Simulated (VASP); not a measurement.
# CdF2 (Fm-3m) in VASP: a series of runs, part 2 of 2

VASP 6.6.1.

### 4 Single point, PBE

This run uses another cell than the first one, of 13.45 Å³/atom, 1.068 times its volume.

The input, INCAR:

```
  ALGO = Normal
  EDIFF = 1E-6
  ENCUT = 520
  GGA = PE
  ISIF = 2
  ISMEAR = -1
  LASPH = True
  LCHARG = False
  LREAL = False
  LWAVE = False
  NBANDS = 20
  NELM = 60
  PREC = Accurate
  SIGMA = 0.05
```

The input, KPOINTS:

```
k-points
0
Gamma
  9 9 9
```

The input, POSCAR:

```
CdF2
1.0
    0.0000000000      2.7219834728      2.7219834728
    2.7219834728      0.0000000000      2.7219834728
    2.7219834728      2.7219834728      0.0000000000
Cd F
1 2
Direct
    0.0000000000      0.0000000000      0.0000000000
    0.7500000000      0.7500000000      0.7500000000
    0.2500000000      0.2500000000      0.2500000000
```

Potentials or basis: VASP PAW PBE potentials, release 64 (Cd, F).

Run with:

```sh
> cat potpaw_PBE.64/Cd/POTCAR potpaw_PBE.64/F/POTCAR > POTCAR
> mpirun -np 1 vasp_std > vasp.out
```

OUTCAR:

```text
EDIFF = 1E-6
   ENCUT = 520
   GGA = PE
   ISIF = 2
   ISMEAR = -1
   LASPH = True
   LREAL = False
   NELM = 60
   PREC = Accurate

 ion  position               nearest neighbor table
   1  0.000  0.000  0.000-   2 2.36   2 2.36   2 2.36   2 2.36   3 2.36   3 2.36   3 2.36   3 2.36

   2  0.750  0.750  0.750-   1 2.36   1 2.36   1 2.36   1 2.36
   3  0.250  0.250  0.250-   1 2.36   1 2.36   1 2.36   1 2.36

  LATTYP: Found a face centered cubic cell.
 ALAT       =     5.4439669456

  Lattice vectors:

 A1 = (   0.0000000000,   2.7219834728,   2.7219834728)
 A2 = (   2.7219834728,   0.0000000000,   2.7219834728)
 A3 = (   2.7219834728,   2.7219834728,   0.0000000000)

Analysis of symmetry for initial positions (statically):
=====================================================================
 Subroutine PRICEL returns:
 Original cell was already a primitive cell.

 Routine SETGRP: Setting up the symmetry group for a
 face centered cubic supercell.

 Subroutine GETGRP returns: Found 48 space group operations
[... 9 lines left out ...]

 Routine SETGRP: Setting up the symmetry group for a
 face centered cubic supercell.

 Subroutine GETGRP returns: Found 48 space group operations
[... 11 lines left out ...]
                                     Primitive cell

  volume of cell :      40.3354

  direct lattice vectors                    reciprocal lattice vectors
     0.000000000  2.721983473  2.721983473    -0.183689580  0.183689580  0.183689580
     2.721983473  0.000000000  2.721983473     0.183689580 -0.183689580  0.183689580
     2.721983473  2.721983473  0.000000000     0.183689580  0.183689580 -0.183689580

  length of vectors
     3.849465944  3.849465944  3.849465944     0.318159685  0.318159685  0.318159685

  position of ions in fractional coordinates (direct lattice)
     0.000000000  0.000000000  0.000000000
     0.750000000  0.750000000  0.750000000
     0.250000000  0.250000000  0.250000000

  ion indices of the primitive-cell ions
   primitive index   ion index
                 1           1
                 2           2
                 3           3

----------------------------------------------------------------------------------------

 KPOINTS: k-points

Automatic generation of k-mesh.
 Grid dimensions read from file:
 generate k-points for:    9    9    9

 Generating k-lattice:

  Cartesian coordinates                     Fractional coordinates (reciprocal lattice)
    -0.020409953  0.020409953  0.020409953     0.111111111  0.000000000  0.000000000
     0.020409953 -0.020409953  0.020409953     0.000000000  0.111111111  0.000000000
     0.020409953  0.020409953 -0.020409953     0.000000000  0.000000000  0.111111111

  Length of vectors
     0.035351076  0.035351076  0.035351076

  Shift w.r.t. Gamma in fractional coordinates (k-lattice)
     0.000000000  0.000000000  0.000000000

 Subroutine IBZKPT returns following result:
 ===========================================

 Found     35 irreducible k-points:

 Following reciprocal coordinates:
            Coordinates               Weight
  0.000000  0.000000  0.000000      1.000000
  0.111111  0.000000  0.000000      8.000000
  0.222222  0.000000  0.000000      8.000000
  0.333333  0.000000  0.000000      8.000000
  0.444444  0.000000  0.000000      8.000000
  0.111111  0.111111  0.000000      6.000000
[... 16 lines left out ...]
 -0.333333  0.333333  0.000000     12.000000
  0.444444  0.444444  0.000000      6.000000
 [... further k-points ...]
   k-points           NKPTS =     35   k-points in BZ     NKDIM =     35   number of bands    NBANDS=     20
   number of dos      NEDOS =    301   number of ions     NIONS =      3
   total plane-waves  NPLWV =  27000
   dimension x,y,z NGX =    30 NGY =   30 NGZ =   30
   dimension x,y,z NGXF=    60 NGYF=   60 NGZF=   60
   ions per type =               1   2
   NGX,Y,Z   is equivalent  to a cutoff of  12.96, 12.96, 12.96 a.u.
   NGXF,Y,Z  is equivalent  to a cutoff of  25.91, 25.91, 25.91 a.u.
 SYSTEM =  unknown system
   PREC   = accura    normal or accurate (medium, high low for compatibility)
   ISTART =      0    job   : 0-new  1-cont  2-samecut
   ICHARG =      2    charge: 1-file 2-atom 10-const
   ISPIN  =      1    spin polarized calculation?
   LNONCOLLINEAR =      F non collinear calculations
   LSORBIT =      F    spin-orbit coupling
   LASPH  =      T    aspherical Exc in radial PAW
   ENCUT  =  520.0 eV  38.22 Ry    6.18 a.u.   7.16  7.16  7.16*2*pi/ulx,y,z
   NELM   =     60;   NELMIN=  2; NELMDL= -5     # of ELM steps
   EDIFF  = 0.1E-05   stopping-criterion for ELM
   LREAL  =      F    real-space projection
   EDIFFG = 0.1E-04   stopping-criterion for IOM
   NSW    =      0    number of steps for IOM
   IBRION =     -1    ionic relax: 0-MD 1-quasi-New 2-CG
   NFREE  =      0    steps in history (QN), initial steepest desc. (CG)
   ISIF   =      2    stress and relaxation
   ISYM   =      2    0-nonsym 1-usesym 2-fastsym
   POTIM  = 0.5000    time-step for ionic-motion
   TEBEG  =    0.0;   TEEND  =   0.0 temperature during run
   PSTRESS=    0.0 pullay stress
   NELECT =      26.0000    total number of electrons
   NUPDOWN=      -1.0000    fix difference up-down
   EMIN   =  10.00;   EMAX   =-10.00  energy-range for DOS
   EFERMI =   0.00;   METHOD = LEGACY
   ISMEAR =    -1;   SIGMA  =   0.05  broadening in eV -4-tet -1-fermi 0-gaus
   EFERMI_NEDOS =   21; number of points for ismear=-14 and -15
   IALGO  =     38    algorithm
   IMIX   =      4    mixing-type and parameters
     AMIX     =   0.40;   BMIX     =  1.00
     AMIX_MAG =   1.60;   BMIX_MAG =  1.00
  volume/ion in A,a.u.               =      13.45        90.73
  Fermi-wavevector in a.u.,A,eV,Ry     =   1.414177  2.672407 27.210249  1.999897
  Thomas-Fermi vector in A             =   2.535746
   LORBIT       =      0    0 simple, 1 ext, 2 COOP (PROOUT), +10 PAW based schemes
   GGA     = PE    functional components
   LHFCALC =     F    Hartree Fock is set to
   AEXX    =    0.0000 exact exchange contribution
   IVDW    =     0    specifies the selected vdW correction
   LEPSILON=     F    determine dielectric tensor
   LRPA    =     F    only Hartree local field effects (RPA)
 non-spin polarized calculation
  energy-cutoff  :      520.00
  volume of cell :       40.34
 maximum number of plane-waves:      1098
 NGX is ok and might be reduce to    30
   NGX = 15   NGY = 15   NGZ = 15

 number of electron      25.9999986 magnetization

 Free energy of the ion-electron system (eV)
  ---------------------------------------------------
  ext. energy  EPLUGINS =         0.00000000
  ---------------------------------------------------
  free energy    TOTEN  =       -10.89543690 eV

  energy without entropy =      -10.89543690  energy(sigma->0) =      -10.89543690

 E-fermi :  -0.3658     XC(G=0): -10.2445

 val. band max:       -1.5681800986   @ k =  -0.3333   0.4444   0.2222
 cond. band min:       1.4185897325   @ k =   0.0000   0.0000   0.0000
 fundamental gap:      2.9867698311
 Fermi energy:        -0.3658453760

 k-point     1 :       0.0000    0.0000    0.0000
  band No.  band energies     occupation
      1     -22.1769      2.00000
      2     -21.1564      2.00000
      3      -7.0681      2.00000
      4      -7.0681      2.00000
      5      -7.0681      2.00000
      6      -5.9916      2.00000
[... 12 lines left out ...]
     19      18.1333      0.00000
     20      18.1333      0.00000

 k-point     2 :       0.1111    0.0000    0.0000
  band No.  band energies     occupation
      1     -22.1411      2.00000
      2     -21.1885      2.00000
      3      -7.0247      2.00000
      4      -7.0247      2.00000
      5      -6.9467      2.00000
      6      -6.0040      2.00000
[... 12 lines left out ...]
     19      17.7988      0.00000
     20      17.7988      0.00000
[... 465 lines left out ...]
      3      -6.6251      2.00000
      4      -6.3976      2.00000
      5      -6.0886      2.00000
      6      -5.9833      2.00000
[... 12 lines left out ...]
     19      17.6962      0.00000
     20      19.9536      0.00000

 k-point    24 :       0.4444    0.4444    0.0000
  band No.  band energies     occupation
      1     -21.7607      2.00000
      2     -21.4888      2.00000
      3      -6.7959      2.00000
      4      -6.2545      2.00000
      5      -6.2545      2.00000
      6      -5.8895      2.00000
[... 12 lines left out ...]
     19      17.7029      0.00000
     20      19.6575      0.00000

 [... further k-points ...]
[... 5 lines left out ...]
  --------------------------------------------------------------------------------------
  -------------------------------------------------------------------------------------
  Total        0.6652368      0.6652368      0.6652368     -0.0000000      0.0000000      0.0000000
  in kB       26.4241118     26.4241118     26.4241118     -0.0000000      0.0000000      0.0000000
  external PRESSURE =      26.4241118 kB  Pullay stress =       0.0000000 kB

 VOLUME and BASIS-vectors are now :
 -----------------------------------------------------------------------------
  energy-cutoff  :      520.00
  volume of cell :       40.34
      direct lattice vectors                 reciprocal lattice vectors
     0.000000000  2.721983473  2.721983473    -0.183689580  0.183689580  0.183689580
     2.721983473  0.000000000  2.721983473     0.183689580 -0.183689580  0.183689580
     2.721983473  2.721983473  0.000000000     0.183689580  0.183689580 -0.183689580

 POSITION                                       TOTAL-FORCE (eV/Angst)
 -----------------------------------------------------------------------------------
      0.00000      0.00000      0.00000         0.000000      0.000000      0.000000
      4.08298      4.08298      4.08298         0.000000      0.000000     -0.000000
      1.36099      1.36099      1.36099        -0.000000     -0.000000      0.000000
 -----------------------------------------------------------------------------------
    total drift:                                0.000000     -0.000000      0.000000

  FREE ENERGIE OF THE ION-ELECTRON SYSTEM (eV)
  ---------------------------------------------------
  free  energy   TOTEN  =       -10.8954369005 eV

  energy  without entropy=      -10.8954369005  energy(sigma->0) =      -10.89543690
```

stdout:

```text
POSCAR found type information on POSCAR CdF
 POSCAR found :  2 types and       3 ions
 scaLAPACK will be used
 LDA part: xc-table for (Slater+PW92), standard interpolation
 POSCAR, INCAR and KPOINTS ok, starting setup
 FFT: planning ... GRIDC
 FFT: planning ... GRID_SOFT
 FFT: planning ... GRID
 WAVECAR not read
 entering main loop
```

Run time: 16 s. Hardware: 1 thread of Intel Xeon 6975P-C (Granite Rapids), shared host; peak memory 0.17 GiB.

What came out:

```
Free energy            : -10.8954 eV
Pressure               : 2.6 GPa
Band gap on the k mesh : 2.99 eV, indirect (least direct gap 3.49 eV)
```

A k mesh can miss the band edges.

### 5 Single point, PBE

This run uses another cell than the first one, of 13.72 Å³/atom, 1.091 times its volume.

The input, INCAR:

```
SYSTEM = CdF2
ALGO     = Normal         ! electronic algorithm
EDIFF    = 1E-6           ! SCF threshold, eV
ENCUT    = 520            ! plane-wave cutoff, eV
GGA      = PE             ! functional
ISIF     = 2              ! what is computed and relaxed
ISMEAR   = -1             ! smearing method
LASPH    = .TRUE.         ! aspherical terms in the spheres
LCHARG   = .FALSE.        ! write CHGCAR
LREAL    = .FALSE.        ! projectors in reciprocal space
LWAVE    = .FALSE.        ! write WAVECAR
NBANDS   = 20             ! bands
NELM     = 80             ! most SCF steps
PREC     = Accurate       ! precision mode
SIGMA    = 0.05           ! smearing width, eV
```

The input, KPOINTS:

```
k-points
0
G
  9 9 9
  0 0 0
```

The input, POSCAR:

```
CdF2
1.0
    0.0000000000      2.7407277993      2.7407277993
    2.7407277993      0.0000000000      2.7407277993
    2.7407277993      2.7407277993      0.0000000000
Cd F
1 2
Direct
    0.0000000000      0.0000000000      0.0000000000
    0.7500000000      0.7500000000      0.7500000000
    0.2500000000      0.2500000000      0.2500000000
```

Potentials or basis: VASP PAW PBE potentials, release 64 (Cd, F).

Run with:

```sh
> cat potpaw_PBE.64/Cd/POTCAR potpaw_PBE.64/F/POTCAR > POTCAR
> mpirun -np 1 vasp_std > vasp.out
```

OUTCAR:

```text
SYSTEM = CdF2
   EDIFF = 1E-6
   ENCUT = 520
   GGA = PE
   ISIF = 2
   ISMEAR = -1
   LASPH = .TRUE.
   LREAL = .FALSE.
   NELM = 80
   PREC = Accurate

 ion  position               nearest neighbor table
   1  0.000  0.000  0.000-   2 2.37   2 2.37   2 2.37   2 2.37   3 2.37   3 2.37   3 2.37   3 2.37

   2  0.750  0.750  0.750-   1 2.37   1 2.37   1 2.37   1 2.37
   3  0.250  0.250  0.250-   1 2.37   1 2.37   1 2.37   1 2.37

  LATTYP: Found a face centered cubic cell.
 ALAT       =     5.4814555986

  Lattice vectors:

 A1 = (   0.0000000000,   2.7407277993,   2.7407277993)
 A2 = (   2.7407277993,   0.0000000000,   2.7407277993)
 A3 = (   2.7407277993,   2.7407277993,   0.0000000000)

Analysis of symmetry for initial positions (statically):
=====================================================================
 Subroutine PRICEL returns:
 Original cell was already a primitive cell.

 Routine SETGRP: Setting up the symmetry group for a
 face centered cubic supercell.

 Subroutine GETGRP returns: Found 48 space group operations
[... 9 lines left out ...]

[... 147 lines left out ...]
 number of electron      25.9999995 magnetization

 Free energy of the ion-electron system (eV)
  ---------------------------------------------------
  ext. energy  EPLUGINS =         0.00000000
  ---------------------------------------------------
  free energy    TOTEN  =       -10.90523356 eV

  energy without entropy =      -10.90523356  energy(sigma->0) =      -10.90523356

 E-fermi :  -0.5721     XC(G=0): -10.1344

 val. band max:       -1.7127699107   @ k =  -0.3333   0.4444   0.2222
 cond. band min:       1.2013557171   @ k =   0.0000   0.0000   0.0000
 fundamental gap:      2.9141256278
 Fermi energy:        -0.5721156862

 k-point     1 :       0.0000    0.0000    0.0000
  band No.  band energies     occupation
      1     -22.2164      2.00000
      2     -21.2488      2.00000
      3      -7.1650      2.00000
      4      -7.1650      2.00000
      5      -7.1650      2.00000
      6      -6.1702      2.00000
[... 541 lines left out ...]
     19      17.3482      0.00000
     20      19.4026      0.00000

 [... further k-points ...]
[... 5 lines left out ...]
  --------------------------------------------------------------------------------------
  -------------------------------------------------------------------------------------
  Total        0.1392029      0.1392029      0.1392029     -0.0000000     -0.0000000     -0.0000000
  in kB        5.4166533      5.4166533      5.4166533     -0.0000000     -0.0000000     -0.0000000
  external PRESSURE =       5.4166533 kB  Pullay stress =       0.0000000 kB

 VOLUME and BASIS-vectors are now :
 -----------------------------------------------------------------------------
  energy-cutoff  :      520.00
  volume of cell :       41.17
      direct lattice vectors                 reciprocal lattice vectors
     0.000000000  2.740727799  2.740727799    -0.182433294  0.182433294  0.182433294
     2.740727799  0.000000000  2.740727799     0.182433294 -0.182433294  0.182433294
     2.740727799  2.740727799  0.000000000     0.182433294  0.182433294 -0.182433294

 POSITION                                       TOTAL-FORCE (eV/Angst)
 -----------------------------------------------------------------------------------
      0.00000      0.00000      0.00000         0.000000      0.000000     -0.000000
      4.11109      4.11109      4.11109        -0.000000     -0.000000     -0.000000
      1.37036      1.37036      1.37036         0.000000      0.000000      0.000000
 -----------------------------------------------------------------------------------
    total drift:                                0.000000     -0.000000      0.000000

  FREE ENERGIE OF THE ION-ELECTRON SYSTEM (eV)
  ---------------------------------------------------
  free  energy   TOTEN  =       -10.9052335603 eV

  energy  without entropy=      -10.9052335603  energy(sigma->0) =      -10.90523356
```

It took 16 s on 1 thread of Intel Xeon 6975P-C (Granite Rapids), shared host; peak memory 0.17 GiB.

Results:

```yaml
Free_energy: -10.9052 eV
Pressure: 0.5 GPa
Band_gap_on_the_k_mesh: 2.91 eV, indirect (least direct gap 3.44 eV)
```

Levels at points of the mesh, in eV from the valence-band top:
| k point | band 9 | band 10 | band 11 | band 12 | band 13 | band 14 | band 15 | band 16 | band 17 | band 18 |
| --- | --- | --- | --- | --- | --- | --- | --- | --- | --- | --- |
| (0.00, 0.00, 0.00) | -0.82 | -0.82 | -0.53 | -0.53 | -0.53 | 2.91 | 12.48 | 12.48 | 12.48 | 17.20 |

A k mesh can miss the band edges.

### 6 Relaxation of cell and atoms, PBE

This run uses another cell than the first one, of 13.03 Å³/atom, 1.036 times its volume.

The input, INCAR:

```
SYSTEM = CdF2
ALGO = Normal
EDIFF = 1E-6
EDIFFG = -0.01
ENCUT = 600
GGA = PE
IBRION = 2
ISIF = 3
ISMEAR = -1
LASPH = .TRUE.
LCHARG = .FALSE.
LREAL = .FALSE.
LWAVE = .FALSE.
NELM = 80
NSW = 60
PREC = Accurate
SIGMA = 0.05
```

KPOINTS is that of step 5.

The input, POSCAR:

```
CdF2
1.0
    0.0000000000      2.6940000000      2.6940000000
    2.6940000000      0.0000000000      2.6940000000
    2.6940000000      2.6940000000      0.0000000000
Cd F
1 2
Direct
    0.0000000000      0.0000000000      0.0000000000
    0.7500000000      0.7500000000      0.7500000000
    0.2500000000      0.2500000000      0.2500000000
```

Potentials or basis: VASP PAW PBE potentials, release 64 (Cd, F).

Run with:

```sh
> cat potpaw_PBE.64/Cd/POTCAR potpaw_PBE.64/F/POTCAR > POTCAR
> mpirun -np 1 vasp_std > vasp.out
```

Wall time 29 s (1 thread of Intel Xeon 6975P-C (Granite Rapids), shared host); peak memory 0.19 GiB.

It converged, with:

* Free energy: -10.9031 eV
* Relaxed volume: 13.78 Å³/atom
* Relaxed cell: a = 3.882 Å, b = 3.882 Å, c = 3.882 Å, α = 60.00°, β = 60.00°, γ = 60.00°
* Space group after relaxing (to 0.05 Å): Fm-3m (No. 225)
* Energy gained by relaxing: 13.4 meV/atom
* Ionic steps: 3
* Pressure after relaxing: 0.0 GPa
* Band gap on the k mesh: 2.90 eV, indirect (least direct gap 3.43 eV)

The path:
```csv
step,energy change (eV),largest force (eV/Å),pressure (GPa),volume (Å³)
1,0.0000,0.0000,6.03,39.10
2,-0.0378,0.0000,-1.27,41.95
3,-0.0401,0.0000,0.02,41.35
```

Final structure:
```
Cd F
1.0
     0.00000    2.74471    2.74471
     2.74471    0.00000    2.74471
     2.74471    2.74471    0.00000
Cd F
1 2
Direct
  0.00000 0.00000 0.00000
  0.75000 0.75000 0.75000
  0.25000 0.25000 0.25000
```

Levels at points of the mesh, in eV from the valence-band top:
```tsv
k point	band 9	band 10	band 11	band 12	band 13	band 14	band 15	band 16	band 17
(0.00, 0.00, 0.00)	-0.81	-0.81	-0.53	-0.53	-0.53	2.90	12.46	12.46	12.46
```

A k mesh can miss the band edges. PBE gaps usually lie below the measured ones, often by a third to a half.

### 7 The runs side by side

```csv
task,cell,cutoff (eV),gap on the mesh (eV),pressure (GPa)
single point,"a = 3.765 Å, angles 60.0°, 3 atoms",520,3.22,10.9
single point,"a = 3.815 Å, angles 60.0°, 3 atoms",520,3.08,5.7
single point,"a = 3.849 Å, angles 60.0°, 3 atoms",520,2.99,2.6
single point,"a = 3.876 Å, angles 60.0°, 3 atoms",520,2.91,0.5
relaxation of cell and atoms,"relaxed from a = 3.810 Å, angles 60.0°, 3 atoms",600,2.90,0.0
```

Alike in all rows: level PBE; potentials or basis VASP PAW PBE potentials, release 64 (Cd, F); no spin polarisation; k mesh 9 × 9 × 9; smearing fermi-dirac 0.05 eV.

Total energies depend on the potentials used, so only differences within one code and one set of settings carry meaning.
